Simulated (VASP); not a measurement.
Wanted: the native input for a VASP 6.6.1 run.

- Task: single point
- Functional: PBE
- Potentials or basis: VASP PAW PBE potentials, release 64 (Te, P)
- Cutoff: 500 eV
- k mesh: 4 × 6 × 4
- Occupations: gaussian, width 0.1 eV
- Spin: no spin polarisation
- Dipole correction: no
- Further INCAR settings: ALGO = Normal; EDIFF = 1e-06; NBANDS = 19

The structure of TeP lies in POSCAR:

```
TeP
1.0
    4.8296664112      0.0000000000      0.0000000000
    0.0000000000      3.6477850422      0.0000000000
    0.0000000000      0.0000000000      4.8395365513
Te P
2 2
Direct
    0.2500000000      0.5000000000      0.7500372067
    0.7500000000      0.5000000000      0.2499627933
    0.2500000000      0.0000000000      0.2499191575
    0.7500000000      0.0000000000      0.7500808425
```

The cell was built from a structure type or drawn by symmetry, and may not be a known phase.

The input as run:

INCAR

```
ALGO = Normal
EDIFF = 1E-6
ENCUT = 500
GGA = PE
GGA_COMPAT = F
ISIF = 2
ISMEAR = 0
LASPH = T
LCHARG = F
LREAL = F
LWAVE = F
NBANDS = 19
NELM = 120
PREC = Accurate
SIGMA = 0.1
```

KPOINTS

```
k-points
0
Gamma
  4 6 4
```

Potentials or basis: VASP PAW PBE potentials, release 64 (Te, P).

Command:

```bash
$ cat potpaw_PBE.64/Te/POTCAR potpaw_PBE.64/P/POTCAR > POTCAR
$ mpirun -np 1 vasp_std > vasp.out
```

It gave:

| Property | Result |
| --- | --- |
| Pressure | -0.2 GPa |
| Band gap on the k mesh | zero (bands 11 and 12 overlap by 3.62 eV) |

Caveat: spin-orbit coupling is left out, which moves the levels of the heavy elements.

Run time: 47 s on 1 thread of AMD EPYC 9R14 (Zen 4), with other jobs on the host, peak memory 0.17 GiB.
